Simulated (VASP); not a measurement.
# WSe (Pm-3m) in VASP: notebook

Runs on WSe. Level: r2SCAN. Tasks: single point.

Program: VASP 6.6.1. These are calculated values, not measurements. Logs are shortened: lines on timing, memory, paths and dates and some standing lists are left out, and cuts for length are marked.

### 1 The cell of the first run

Symmetry: Pm-3m, No. 221, cubic system. The conventional cell has a = 3.511 Å, b = 3.511 Å, c = 3.511 Å, α = 90.00°, β = 90.00°, γ = 90.00°. Within 4.0 Å of W (site symmetry m-3m) lie 8 Se at 3.04 Å and 6 W at 3.51 Å. Se (site symmetry m-3m) has 8 W at 3.04 Å and 6 Se at 3.51 Å within 4.0 Å.

### 2 Single point, r2SCAN

Contents of POSCAR:

```
WSe
1.0
    3.5107168453      0.0000000000      0.0000000000
    0.0000000000      3.5107168453      0.0000000000
    0.0000000000      0.0000000000      3.5107168453
W Se
1 1
Direct
    0.0000000000      0.0000000000      0.0000000000
    0.5000000000      0.5000000000      0.5000000000
```

Contents of INCAR.step1:

```
PREC = Accurate
ENCUT = 520
ISMEAR = 0
SIGMA = 0.1
LREAL = F
LASPH = T
NELM = 60
NBANDS = 17
GGA = PE
ALGO = Normal
EDIFF = 1E-4
LWAVE = T
LCHARG = F
```

Contents of INCAR.step2:

```
PREC = Accurate
ENCUT = 520
EDIFF = 1E-6
ISMEAR = 0
SIGMA = 0.1
LREAL = F
LASPH = T
NELM = 60
ALGO = Normal
ISIF = 2
LWAVE = F
LCHARG = F
METAGGA = R2SCAN
LMIXTAU = T
NBANDS = 17
ISTART = 1
```

Contents of KPOINTS:

```
Automatic mesh
0
Gamma
  6 6 6
```

Potentials or basis: VASP PAW PBE potentials, release 64 (W_sv, Se).

Command:

```sh
cat potpaw_PBE.64/W_sv/POTCAR potpaw_PBE.64/Se/POTCAR > POTCAR
cp INCAR.step1 INCAR
mpirun -np 1 vasp_std > vasp.out
cp INCAR.step2 INCAR
mpirun -np 1 vasp_std > vasp.out
```

OUTCAR:

```text
PREC = Accurate
   ENCUT = 520
   EDIFF = 1E-6
   ISMEAR = 0
   LREAL = F
   LASPH = T
   NELM = 60
   ISIF = 2
   METAGGA = R2SCAN
   ISTART = 1

 ion  position               nearest neighbor table
   1  0.000  0.000  0.000-   2 3.04   2 3.04   2 3.04   2 3.04   2 3.04   2 3.04   2 3.04   2 3.04

   2  0.500  0.500  0.500-   1 3.04   1 3.04   1 3.04   1 3.04   1 3.04   1 3.04   1 3.04   1 3.04

  LATTYP: Found a simple cubic cell.
 ALAT       =     3.5107168453

  Lattice vectors:

 A1 = (   3.5107168453,   0.0000000000,   0.0000000000)
 A2 = (   0.0000000000,   3.5107168453,   0.0000000000)
 A3 = (   0.0000000000,   0.0000000000,   3.5107168453)

Analysis of symmetry for initial positions (statically):
=====================================================================
 Subroutine PRICEL returns:
 Original cell was already a primitive cell.

 Routine SETGRP: Setting up the symmetry group for a
 simple cubic supercell.

 Subroutine GETGRP returns: Found 48 space group operations
 (whereof 48 operations were pure point group operations)
 out of a pool of 48 trial point group operations.

The static configuration has the point symmetry O_h .

Analysis of symmetry for dynamics (positions and initial velocities):
=====================================================================
 Subroutine PRICEL returns:
 Original cell was already a primitive cell.

 Routine SETGRP: Setting up the symmetry group for a
 simple cubic supercell.

 Subroutine GETGRP returns: Found 48 space group operations
 (whereof 48 operations were pure point group operations)
 out of a pool of 48 trial point group operations.

The dynamic configuration has the point symmetry O_h .

 Subroutine INISYM returns: Found 48 space group operations
 (whereof 48 operations are pure point group operations),
 and found     1 'primitive' translations

----------------------------------------------------------------------------------------

                                     Primitive cell

  volume of cell :      43.2701

  direct lattice vectors                    reciprocal lattice vectors
     3.510716845  0.000000000  0.000000000     0.284842112  0.000000000  0.000000000
     0.000000000  3.510716845  0.000000000     0.000000000  0.284842112  0.000000000
     0.000000000  0.000000000  3.510716845     0.000000000  0.000000000  0.284842112

  length of vectors
[... 74 lines left out ...]
   LASPH  =      T    aspherical Exc in radial PAW
   ENCUT  =  520.0 eV  38.22 Ry    6.18 a.u.   6.53  6.53  6.53*2*pi/ulx,y,z
   NELM   =     60;   NELMIN=  2; NELMDL=  0     # of ELM steps
   EDIFF  = 0.1E-05   stopping-criterion for ELM
   LREAL  =      F    real-space projection
   EDIFFG = 0.1E-04   stopping-criterion for IOM
   NSW    =      0    number of steps for IOM
   IBRION =     -1    ionic relax: 0-MD 1-quasi-New 2-CG
   NFREE  =      0    steps in history (QN), initial steepest desc. (CG)
   ISIF   =      2    stress and relaxation
   ISYM   =      2    0-nonsym 1-usesym 2-fastsym
   POTIM  = 0.5000    time-step for ionic-motion
   TEBEG  =    0.0;   TEEND  =   0.0 temperature during run
   PSTRESS=    0.0 pullay stress
   NELECT =      20.0000    total number of electrons
   NUPDOWN=      -1.0000    fix difference up-down
   EMIN   =  10.00;   EMAX   =-10.00  energy-range for DOS
   EFERMI =   0.00;   METHOD = LEGACY
   ISMEAR =     0;   SIGMA  =   0.10  broadening in eV -4-tet -1-fermi 0-gaus
   EFERMI_NEDOS =   21; number of points for ismear=-14 and -15
   IALGO  =     38    algorithm
   IMIX   =      4    mixing-type and parameters
     AMIX     =   0.40;   BMIX     =  1.00
     AMIX_MAG =   1.60;   BMIX_MAG =  1.00
  volume/ion in A,a.u.               =      21.64       146.00
  Fermi-wavevector in a.u.,A,eV,Ry     =   1.265773  2.391963 21.798986  1.602180
  Thomas-Fermi vector in A             =   2.399008
   LORBIT       =      0    0 simple, 1 ext, 2 COOP (PROOUT), +10 PAW based schemes
   METAGGA = R2SCAN    functional components
   LHFCALC =     F    Hartree Fock is set to
   AEXX    =    0.0000 exact exchange contribution
   IVDW    =     0    specifies the selected vdW correction
   LEPSILON=     F    determine dielectric tensor
   LRPA    =     F    only Hartree local field effects (RPA)
 non-spin polarized calculation
 Gauss-broadening in eV      SIGMA  =   0.10
  energy-cutoff  :      520.00
  volume of cell :       43.27
 maximum number of plane-waves:      1189
 NGX is ok and might be reduce to    28
   NGX = 13   NGY = 13   NGZ = 13

 number of electron      19.9999993 magnetization

 Free energy of the ion-electron system (eV)
  ---------------------------------------------------
  ext. energy  EPLUGINS =         0.00000000
  ---------------------------------------------------
  free energy    TOTEN  =       -62.69862426 eV

  energy without entropy =      -62.68717687  energy(sigma->0) =      -62.69290056

 E-fermi :   6.5809     XC(G=0): -11.8754

 val. band max:        6.5800593880   @ k =   0.3333   0.3333   0.1667
 cond. band min:       6.6588379134   @ k =   0.3333   0.0000   0.0000
 fundamental gap:      0.0787785253
 Fermi energy:         6.5809486529

 k-point     1 :       0.0000    0.0000    0.0000
  band No.  band energies     occupation
      1     -70.1688      2.00000
      2     -33.6006      2.00000
      3     -33.6006      2.00000
      4     -33.6006      2.00000
      5      -8.8495      2.00000
      6       4.0838      2.00000
[... 377 lines left out ...]
      4     -33.6574      2.00000
      5      -6.5848      2.00000
      6       0.7148      2.00000
[... 9 lines left out ...]
     16       9.8495      0.00000
     17      11.3601      0.00000

------------------------ aborting loop because EDIFF is reached ----------------------------------------

  FORCE on cell =-STRESS in cart. coord.  units (eV):
  Direction    XX          YY          ZZ          XY          YZ          ZX
  --------------------------------------------------------------------------------------
  -------------------------------------------------------------------------------------
  Total       -8.8321683     -8.8321683     -8.8321683      0.0000000      0.0000000     -0.0000000
  in kB     -327.0321938   -327.0321938   -327.0321938      0.0000000      0.0000000     -0.0000000
  external PRESSURE =    -327.0321938 kB  Pullay stress =       0.0000000 kB

 VOLUME and BASIS-vectors are now :
 -----------------------------------------------------------------------------
  energy-cutoff  :      520.00
  volume of cell :       43.27
      direct lattice vectors                 reciprocal lattice vectors
     3.510716845  0.000000000  0.000000000     0.284842112  0.000000000  0.000000000
     0.000000000  3.510716845  0.000000000     0.000000000  0.284842112  0.000000000
     0.000000000  0.000000000  3.510716845     0.000000000  0.000000000  0.284842112

 POSITION                                       TOTAL-FORCE (eV/Angst)
 -----------------------------------------------------------------------------------
      0.00000      0.00000      0.00000         0.000000      0.000000      0.000000
      1.75536      1.75536      1.75536         0.000000      0.000000      0.000000
 -----------------------------------------------------------------------------------
    total drift:                               -0.000000      0.000000     -0.000000

  FREE ENERGIE OF THE ION-ELECTRON SYSTEM (eV)
  ---------------------------------------------------
  free  energy   TOTEN  =       -62.6986242587 eV

  energy  without entropy=      -62.6871768687  energy(sigma->0) =      -62.69290056
```

Wall time 24 s (1 thread of Intel Xeon 6975P-C (Granite Rapids), shared host); peak memory 0.16 GiB.

Results:

| Item | Value |
| --- | --- |
| Free energy | -62.6986 eV |
| Pressure | -32.7 GPa |
| Band gap on the k mesh | zero (band 10 reaches 8.35 eV, above the bottom of band 11 at 5.92 eV) |

Caveat: the PAW data sets were made with another functional, which shifts forces and pressure a little; spin-orbit coupling is left out, which moves the levels of the heavy elements.

### 3 Single point, r2SCAN, collinear spin, ferrimagnetic start

This run uses another cell than the first one, of 15.34 Å³/atom, 0.709 times its volume.

Contents of POSCAR:

```
WSe
1.0
    3.1305325227      0.0000000000      0.0000000000
    0.0000000000      3.1305325227      0.0000000000
    0.0000000000      0.0000000000      3.1305325227
W Se
1 1
Direct
    0.0000000000      0.0000000000      0.0000000000
    0.5000000000      0.5000000000      0.5000000000
```

Contents of INCAR.step1:

```
ALGO = Normal ; EDIFF = 1E-4
ENCUT = 520 ; GGA = PE
ISMEAR = 0 ; ISPIN = 2
LASPH = T ; LCHARG = F
LMAXMIX = 4 ; LREAL = F
LWAVE = T ; MAGMOM = 1.84 -0.19
NBANDS = 21 ; NELM = 150
PREC = Accurate ; SIGMA = 0.1
```

Contents of INCAR.step2:

```
ALGO = Normal ; EDIFF = 1E-6
ENCUT = 520 ; ISIF = 2
ISMEAR = 0 ; ISPIN = 2
ISTART = 1 ; LASPH = T
LCHARG = F ; LMAXMIX = 4
LMIXTAU = T ; LORBIT = 11
LREAL = F ; LWAVE = F
MAGMOM = 1.84 -0.19 ; METAGGA = R2SCAN
NBANDS = 21 ; NELM = 150
PREC = Accurate ; SIGMA = 0.1
```

Contents of KPOINTS:

```
k-points
0
Gamma
  6 6 6
```

Potentials or basis: VASP PAW PBE potentials, release 64 (W_sv, Se).

Command:

```sh
cat potpaw_PBE.64/W_sv/POTCAR potpaw_PBE.64/Se/POTCAR > POTCAR
cp INCAR.step1 INCAR
mpirun -np 1 vasp_std > vasp.out
cp INCAR.step2 INCAR
mpirun -np 1 vasp_std > vasp.out
```

Run time: 28 s. Hardware: 1 thread of Intel Xeon 6975P-C (Granite Rapids), shared host; peak memory 0.17 GiB.

The run converged. Its results:

- Free energy: -64.4993 eV
- Pressure: 0.7 GPa
- Band gap on the k mesh: zero (filled and empty bands overlap)
- Net moment: 0.00 μB per cell
- Valence electrons inside the program's atomic spheres: W 11.95; Se 3.97

Levels at points of the mesh, in eV from the Fermi level:
Spin up:
```tsv
k point	band 8	band 9	band 10	band 11	band 12	band 13
(0.00, 0.00, 0.00)	-2.65	-2.65	-2.65	0.88	0.88	0.88
(0.50, 0.00, 0.00)	-4.51	-3.34	1.31	2.38	4.84	4.84
(0.50, 0.50, 0.00)	-4.55	-1.18	-1.18	-0.95	0.48	2.91
(0.50, 0.50, 0.50)	-8.72	2.10	2.10	2.10	3.06	3.06
```
Spin down:
```tsv
k point	band 6	band 7	band 8	band 9	band 10	band 11	band 12	band 13	band 14	band 15
(0.00, 0.00, 0.00)	-4.41	-4.41	-2.65	-2.65	-2.65	0.88	0.88	0.88	1.93	10.18
(0.50, 0.00, 0.00)	-10.55	-4.51	-4.51	-3.34	1.31	2.38	4.84	4.84	5.18	5.58
(0.50, 0.50, 0.00)	-7.31	-7.31	-4.55	-1.18	-1.18	-0.95	0.48	2.91	4.42	10.31
(0.50, 0.50, 0.50)	-8.72	-8.72	-8.72	2.10	2.10	2.10	3.06	3.06	5.57	5.57
```

Caveat: the PAW data sets were made with another functional, which shifts forces and pressure a little; spin-orbit coupling is left out, which moves the levels of the heavy elements.
